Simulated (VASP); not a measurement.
# Lu7Pd8Pb4 (a cell with a defect) in VASP: single point with PBEsol

Aim: the single point of Lu7Pd8Pb4 (a cell with a defect) with PBEsol.

Program: VASP 6.6.1. These are calculated values, not measurements. Logs are shortened: lines on timing, memory, paths and dates and some standing lists are left out, and cuts for length are marked.

### Step 1. The cell of the first run

The cell holds a defect, 19 atoms: a = 7.597 Å, b = 7.597 Å, c = 7.031 Å, α = 90.00°, β = 90.00°, γ = 90.00°.

### Step 2. Single point, PBEsol

Input file INCAR:

```
SYSTEM = Lu7Pd8Pb4
PREC = Accurate
ENCUT = 520
EDIFF = 1E-7
ISMEAR = 0
SIGMA = 0.1
LREAL = Auto
LASPH = .True.
NELM = 60
ALGO = Normal
ISIF = 2
LWAVE = .False.
LCHARG = .False.
GGA = PS
NBANDS = 170
```

Input file KPOINTS:

```
Automatic mesh
0
Gamma
  2 2 2
  0 0 0
```

Input file POSCAR:

```
Lu7Pd8Pb4
1.0
    7.5970045000      0.0000000000      0.0000000000
    0.0000000000      7.5970045000      0.0000000000
    0.0000000000      0.0000000000      7.0309570600
Pd Lu Pb
8 7 4
Direct
    0.3551219431      0.8599709267     -0.0359188654
    0.1279708338      0.3755139279     -0.0013272731
    0.6181387677      0.1192455526      0.0248010333
    0.8756036672      0.6329393381     -0.0046480159
    0.3551304991      0.8599611860      0.5383508913
    0.1279612247      0.3755211676      0.5037601524
    0.6181527206      0.1192383129      0.4776307082
    0.8755944531      0.6329409177      0.5070764861
    0.1743855753      0.6754834751      0.2512164397
    0.3123918118      0.1575660512      0.2512283868
    0.8335539356      0.3402758285      0.2512120306
    0.6554206990      0.8116986109      0.2512070526
    0.3396534779      0.1790363557      0.7512029948
    0.8192165741      0.3248045990      0.7512182132
    0.6714289823      0.8402323574      0.7512234757
   -0.0025061194     -0.0011740154     -0.0170136155
    0.4955351810      0.4997935700     -0.0089972104
   -0.0025101999     -0.0011788857      0.5194477749
    0.4955391299      0.4997967291      0.5114261073
```

Potentials or basis: VASP PAW PBE potentials, release 64 (Pd, Lu, Pb_d).

Started as:

```bash
cat potpaw_PBE.64/Pd/POTCAR potpaw_PBE.64/Lu/POTCAR potpaw_PBE.64/Pb_d/POTCAR > POTCAR
mpirun -np 1 vasp_std > vasp.out
```

OUTCAR:

```text
SYSTEM = Lu7Pd8Pb4
   PREC = Accurate
   ENCUT = 520
   EDIFF = 1E-7
   ISMEAR = 0
   LREAL = Auto
   LASPH = .True.
   NELM = 60
   ISIF = 2
   GGA = PS

 ion  position               nearest neighbor table
   1  0.355  0.860  0.964-   9 2.82  15 2.83   3 2.84  13 2.85  16 2.92  17 2.94   5 2.99  10 3.05
                            12 3.07
   2  0.128  0.376  0.999-   4 2.74  13 2.80  10 2.80  11 2.87   9 2.91  14 2.95  17 2.95  16 3.03

   3  0.618  0.119  0.025-  10 2.83  11 2.83   1 2.84  12 2.84  15 2.89  13 2.90  14 2.91  16 3.04
                            17 3.05   7 3.18
   4  0.876  0.633  0.995-   2 2.74  15 2.80  12 2.81  11 2.88   9 2.91  16 2.93  14 2.93  17 3.06
                             8 3.43
   5  0.355  0.860  0.538-   9 2.82  15 2.83   7 2.84  13 2.85  18 2.92  19 2.94   1 2.99  10 3.05
                            12 3.07
   6  0.128  0.376  0.504-   8 2.74  13 2.80  10 2.80  11 2.87   9 2.91  14 2.95  19 2.95  18 3.03
[... 13 lines left out ...]
  13  0.340  0.179  0.751-   6 2.80   2 2.80   5 2.85   1 2.85   7 2.90   3 2.90  19 3.19  17 3.19
                            18 3.36  16 3.36  10 3.53  10 3.53  15 3.60  14 3.81
  14  0.819  0.325  0.751-   7 2.91   3 2.91   4 2.93   8 2.93   6 2.95   2 2.95  16 3.26  18 3.26
                            17 3.26  19 3.26  11 3.52  11 3.52  13 3.81
  15  0.671  0.840  0.751-   4 2.80   8 2.80   5 2.83   1 2.83   3 2.89   7 2.89  16 3.20  18 3.20
                            17 3.36  19 3.36  12 3.52  12 3.52  13 3.60
  16  0.997  0.999  0.983-   1 2.92   4 2.93   2 3.03   3 3.04  15 3.20  18 3.26  14 3.26  10 3.28
                            13 3.36   9 3.38  11 3.44  12 3.51  18 3.77
  17  0.496  0.500  0.991-   1 2.94   2 2.95   3 3.05   4 3.06  13 3.19  12 3.23  14 3.26   9 3.33
                            15 3.36  19 3.37  11 3.38  10 3.47  19 3.66
  18  0.997  0.999  0.519-   5 2.92   8 2.93   6 3.03   7 3.04  15 3.20  16 3.26  14 3.26  10 3.28
                            13 3.36   9 3.38  11 3.44  12 3.51  16 3.77
  19  0.496  0.500  0.511-   5 2.94   6 2.95   7 3.05   8 3.06  13 3.19  12 3.23  14 3.26   9 3.33
                            15 3.36  17 3.37  11 3.38  10 3.47  17 3.66

  LATTYP: Found a simple tetragonal cell.
 ALAT       =     7.5970045000
 C/A-ratio  =     0.9254907062

  Lattice vectors:

 A1 = (   7.5970045000,   0.0000000000,   0.0000000000)
 A2 = (   0.0000000000,   7.5970045000,   0.0000000000)
 A3 = (   0.0000000000,   0.0000000000,   7.0309570600)

Analysis of symmetry for initial positions (statically):
=====================================================================
 Subroutine PRICEL returns:
 Original cell was already a primitive cell.

 Routine SETGRP: Setting up the symmetry group for a
 simple tetragonal supercell.

 Subroutine GETGRP returns: Found  1 space group operations
 (whereof  1 operations were pure point group operations)
 out of a pool of 16 trial point group operations.

The static configuration has the point symmetry C_1 .

Analysis of symmetry for dynamics (positions and initial velocities):
=====================================================================
 Subroutine PRICEL returns:
 Original cell was already a primitive cell.

 Routine SETGRP: Setting up the symmetry group for a
 simple tetragonal supercell.

 Subroutine GETGRP returns: Found  1 space group operations
 (whereof  1 operations were pure point group operations)
 out of a pool of 16 trial point group operations.

The dynamic configuration has the point symmetry C_1 .

 Subroutine INISYM returns: Found  1 space group operations
 (whereof  1 operations are pure point group operations),
 and found     1 'primitive' translations

----------------------------------------------------------------------------------------

                                     Primitive cell

  volume of cell :     405.7880

  direct lattice vectors                    reciprocal lattice vectors
     7.597004500  0.000000000  0.000000000     0.131630829  0.000000000  0.000000000
     0.000000000  7.597004500  0.000000000     0.000000000  0.131630829  0.000000000
     0.000000000  0.000000000  7.030957060     0.000000000  0.000000000  0.142228148

  length of vectors
     7.597004500  7.597004500  7.030957060     0.131630829  0.131630829  0.142228148

  position of ions in fractional coordinates (direct lattice)
     0.355121943  0.859970927  0.964081135
     0.127970834  0.375513928  0.998672727
     0.618138768  0.119245553  0.024801033
     0.875603667  0.632939338  0.995351984
     0.355130499  0.859961186  0.538350891
     0.127961225  0.375521168  0.503760152
[... 11 lines left out ...]
     0.997489800  0.998821114  0.519447775
     0.495539130  0.499796729  0.511426107

  ion indices of the primitive-cell ions
   primitive index   ion index
                 1           1
                 2           2
                 3           3
                 4           4
                 5           5
                 6           6
[... 11 lines left out ...]
                18          18
                19          19

----------------------------------------------------------------------------------------

 KPOINTS: Automatic mesh

Automatic generation of k-mesh.
 Grid dimensions read from file:
 generate k-points for:    2    2    2

 Generating k-lattice:

  Cartesian coordinates                     Fractional coordinates (reciprocal lattice)
     0.065815414  0.000000000  0.000000000     0.500000000  0.000000000  0.000000000
     0.000000000  0.065815414  0.000000000     0.000000000  0.500000000  0.000000000
     0.000000000  0.000000000  0.071114074     0.000000000  0.000000000  0.500000000

  Length of vectors
     0.065815414  0.065815414  0.071114074

  Shift w.r.t. Gamma in fractional coordinates (k-lattice)
     0.000000000  0.000000000  0.000000000

 Subroutine IBZKPT returns following result:
 ===========================================

 Found      8 irreducible k-points:

 Following reciprocal coordinates:
            Coordinates               Weight
  0.000000  0.000000  0.000000      1.000000
  0.500000  0.000000  0.000000      1.000000
  0.000000  0.500000  0.000000      1.000000
  0.500000  0.500000  0.000000      1.000000
  0.000000  0.000000  0.500000      1.000000
  0.500000  0.000000  0.500000      1.000000
  0.000000  0.500000  0.500000      1.000000
  0.500000  0.500000  0.500000      1.000000
   k-points           NKPTS =      8   k-points in BZ     NKDIM =      8   number of bands    NBANDS=    170
   number of dos      NEDOS =    301   number of ions     NIONS =     19
   total plane-waves  NPLWV = 194400
   dimension x,y,z NGX =    60 NGY =   60 NGZ =   54
   dimension x,y,z NGXF=   120 NGYF=  120 NGZF=  108
   ions per type =               8   7   4
   NGX,Y,Z   is equivalent  to a cutoff of  13.13, 13.13, 12.77 a.u.
   NGXF,Y,Z  is equivalent  to a cutoff of  26.26, 26.26, 25.54 a.u.
 SYSTEM =  Lu7Pd8Pb4
   PREC   = accura    normal or accurate (medium, high low for compatibility)
   ISTART =      0    job   : 0-new  1-cont  2-samecut
   ICHARG =      2    charge: 1-file 2-atom 10-const
   ISPIN  =      1    spin polarized calculation?
   LNONCOLLINEAR =      F non collinear calculations
   LSORBIT =      F    spin-orbit coupling
   LASPH  =      T    aspherical Exc in radial PAW
   ENCUT  =  520.0 eV  38.22 Ry    6.18 a.u.  14.13 14.13 13.07*2*pi/ulx,y,z
   NELM   =     60;   NELMIN=  2; NELMDL= -5     # of ELM steps
   EDIFF  = 0.1E-06   stopping-criterion for ELM
   LREAL  =      T    real-space projection
   EDIFFG = 0.1E-05   stopping-criterion for IOM
   NSW    =      0    number of steps for IOM
   IBRION =     -1    ionic relax: 0-MD 1-quasi-New 2-CG
   NFREE  =      0    steps in history (QN), initial steepest desc. (CG)
   ISIF   =      2    stress and relaxation
   ISYM   =      2    0-nonsym 1-usesym 2-fastsym
   POTIM  = 0.5000    time-step for ionic-motion
   TEBEG  =    0.0;   TEEND  =   0.0 temperature during run
   PSTRESS=    0.0 pullay stress
   NELECT =     311.0000    total number of electrons
   NUPDOWN=      -1.0000    fix difference up-down
   EMIN   =  10.00;   EMAX   =-10.00  energy-range for DOS
   EFERMI =   0.00;   METHOD = LEGACY
   ISMEAR =     0;   SIGMA  =   0.10  broadening in eV -4-tet -1-fermi 0-gaus
   EFERMI_NEDOS =   21; number of points for ismear=-14 and -15
   IALGO  =     38    algorithm
   IMIX   =      4    mixing-type and parameters
     AMIX     =   0.40;   BMIX     =  1.00
     AMIX_MAG =   1.60;   BMIX_MAG =  1.00
  volume/ion in A,a.u.               =      21.36       144.13
  Fermi-wavevector in a.u.,A,eV,Ry     =   1.498173  2.831136 30.538570  2.244522
  Thomas-Fermi vector in A             =   2.609966
   LORBIT       =      0    0 simple, 1 ext, 2 COOP (PROOUT), +10 PAW based schemes
   GGA     = PS    functional components
   LHFCALC =     F    Hartree Fock is set to
   AEXX    =    0.0000 exact exchange contribution
   IVDW    =     0    specifies the selected vdW correction
   LEPSILON=     F    determine dielectric tensor
   LRPA    =     F    only Hartree local field effects (RPA)
 non-spin polarized calculation
 Gauss-broadening in eV      SIGMA  =   0.10
  energy-cutoff  :      520.00
  volume of cell :      405.79
 maximum number of plane-waves:     10960
 NGX is ok and might be reduce to    60
   NGX = 29   NGY = 29   NGZ = 27

 number of electron     310.9999975 magnetization

 Free energy of the ion-electron system (eV)
  ---------------------------------------------------
  ext. energy  EPLUGINS =         0.00000000
  ---------------------------------------------------
  free energy    TOTEN  =      -110.59635982 eV

  energy without entropy =     -110.54265013  energy(sigma->0) =     -110.56950498

 E-fermi :   6.1825     XC(G=0): -11.7967

 val. band max:        6.1664507787   @ k =   0.5000   0.5000   0.0000
 cond. band min:       6.2095461758   @ k =   0.0000   0.0000   0.5000
 fundamental gap:      0.0430953971
 Fermi energy:         6.1824572037

 k-point     1 :       0.0000    0.0000    0.0000
  band No.  band energies     occupation
      1     -49.9285      2.00000
      2     -49.8770      2.00000
      3     -49.8588      2.00000
      4     -49.8409      2.00000
      5     -49.8144      2.00000
      6     -49.7494      2.00000
[... 1349 lines left out ...]
    166       8.2418      0.00000
    167       8.2437      0.00000
 [bands above 167 left out]

------------------------ aborting loop because EDIFF is reached ----------------------------------------

  FORCE on cell =-STRESS in cart. coord.  units (eV):
  Direction    XX          YY          ZZ          XY          YZ          ZX
  --------------------------------------------------------------------------------------
  -------------------------------------------------------------------------------------
  Total       -3.4158940     -3.5642214      2.6959563     -0.5771016      0.0027820     -0.0030438
  in kB      -13.4870125    -14.0726551     10.6444744     -2.2785768      0.0109841     -0.0120177
  external PRESSURE =      -5.6383977 kB  Pullay stress =       0.0000000 kB

 VOLUME and BASIS-vectors are now :
 -----------------------------------------------------------------------------
  energy-cutoff  :      520.00
  volume of cell :      405.79
      direct lattice vectors                 reciprocal lattice vectors
     7.597004500  0.000000000  0.000000000     0.131630829  0.000000000  0.000000000
     0.000000000  7.597004500  0.000000000     0.000000000  0.131630829  0.000000000
     0.000000000  0.000000000  7.030957060     0.000000000  0.000000000  0.142228148

 POSITION                                       TOTAL-FORCE (eV/Angst)
 -----------------------------------------------------------------------------------
      2.69786      6.53320      6.77841         0.001295     -0.000902      0.001225
      0.97220      2.85278      7.02163        -0.004505      0.012222     -0.009878
      4.69600      0.90591      0.17438         0.007370      0.006524     -0.008486
      6.65196      4.80844      6.99828         0.013298     -0.007334     -0.006409
      2.69793      6.53313      3.78512         0.001139     -0.000942      0.000048
      0.97212      2.85284      3.54192        -0.005041      0.013042      0.009372
[... 11 lines left out ...]
      7.57793      7.58805      3.65222         0.004955     -0.003733     -0.006972
      3.76461      3.79696      3.59581        -0.005233      0.003915      0.015417
 -----------------------------------------------------------------------------------
    total drift:                                0.003939     -0.000249      0.008749

  FREE ENERGIE OF THE ION-ELECTRON SYSTEM (eV)
  ---------------------------------------------------
  free  energy   TOTEN  =      -110.5963598244 eV

  energy  without entropy=     -110.5426501323  energy(sigma->0) =     -110.56950498
```

Wall time 30 min (1 thread of Intel Xeon Platinum 8259CL at 2.50GHz (Skylake/Cascade Lake), shared host); peak memory 0.67 GiB.

Results:

| Item | Value |
| --- | --- |
| Free energy | -110.5964 eV |
| Pressure | -0.6 GPa |
| Largest force | 0.017 eV/Å |
| Band gap on the k mesh | zero (an odd number of electrons rules out a gap without spin polarisation) |

Forces on the atoms (eV/Å):
```
Pd   0.001 -0.001  0.001
Pd  -0.005  0.012 -0.010
Pd   0.007  0.007 -0.008
Pd   0.013 -0.007 -0.006
Pd   0.001 -0.001  0.000
Pd  -0.005  0.013  0.009
Pd   0.007  0.005  0.008
Pd   0.014 -0.008  0.003
Lu  -0.003  0.007  0.000
Lu  -0.012 -0.011 -0.001
Lu  -0.006 -0.012  0.000
Lu  -0.010  0.005  0.001
Lu   0.004  0.000  0.001
Lu  -0.004 -0.007  0.000
Lu   0.001  0.003  0.000
Pb   0.003 -0.004  0.007
Pb  -0.006 -0.001 -0.013
Pb   0.005 -0.004 -0.007
Pb  -0.005  0.004  0.015
```

Levels at points of the mesh, in eV from the Fermi level:
```csv
k point,band 152,band 153,band 154,band 155,band 156,band 157,band 158,band 159
"(0.00, 0.00, 0.00)",-0.94,-0.49,-0.33,-0.27,-0.10,0.09,0.15,0.30
"(0.50, 0.00, 0.00)",-0.46,-0.40,-0.38,-0.22,0.28,0.33,0.35,0.48
"(0.00, 0.50, 0.00)",-0.47,-0.45,-0.37,-0.23,0.25,0.36,0.37,0.47
"(0.50, 0.50, 0.00)",-0.65,-0.58,-0.51,-0.39,-0.02,0.05,0.44,0.47
"(0.00, 0.00, 0.50)",-0.86,-0.73,-0.68,-0.38,0.03,0.39,0.73,0.81
"(0.50, 0.00, 0.50)",-0.39,-0.24,-0.11,-0.09,-0.08,0.07,0.78,0.80
"(0.00, 0.50, 0.50)",-0.38,-0.23,-0.19,-0.08,-0.08,0.15,0.76,0.85
"(0.50, 0.50, 0.50)",-0.63,-0.32,-0.24,-0.18,0.09,0.10,0.24,0.24
```

Caveat: the k points lie up to 0.45 Å⁻¹ apart, too coarse for converged energies and pressures of a metal; the PAW data sets were made with another functional, which shifts forces and pressure a little; spin-orbit coupling is left out, which moves the levels of the heavy elements.

The gap in the log of VASP goes by the Fermi energy; the results here count the filled bands.